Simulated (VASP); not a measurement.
Crystal: Pb.

```xyz
1
Lattice="-1.9797 1.9797 1.9797 1.9797 -1.9797 1.9797 1.9797 1.9797 -1.9797" Properties=species:S:1:pos:R:3 pbc="T T T"
Pb    0.0000    0.0000    0.0000
```

| Property | Result |
| --- | --- |
| Program | VASP 6.6.1 |
| Task | relaxation of cell and atoms |
| Functional | revPBE |
| Dispersion | D4 |
| Potentials or basis | VASP PAW PBE potentials, release 64 (Pb_d) |
| Cutoff | 600 eV |
| k mesh | 9 × 9 × 9 |
| Occupations | fermi-dirac, width 0.05 eV |
| Spin | no spin polarisation |

At the start: pressure -0.9 GPa; volume 31.03 Å³/atom.

Where does the relaxation end?

Over 3 steps the energy falls by 2.3 meV/atom and the volume is 30.29 Å³/atom (-2.4 %); space group Im-3m (No. 229, to 0.05 Å).

The path:
| step | energy change (eV) | largest force (eV/Å) | pressure (GPa) | volume (Å³) |
| --- | --- | --- | --- | --- |
| 1 | 0.0000 | 0.0000 | -0.95 | 31.03 |
| 2 | -0.0023 | 0.0000 | 0.12 | 30.22 |
| 3 | -0.0023 | 0.0000 | 0.04 | 30.29 |

Final structure:
```yaml
crystal:
  lattice:
    - [-1.96376, 1.96376, 1.96376]
    - [1.96376, -1.96376, 1.96376]
    - [1.96376, 1.96376, -1.96376]
  atoms:
    - { symbol: Pb, position: [0.00000, 0.00000, 0.00000] }
```

Caveat: the PAW data sets were made with another functional, which shifts forces and pressure a little; pairwise dispersion overbinds metals, which lowers pressure and volume.
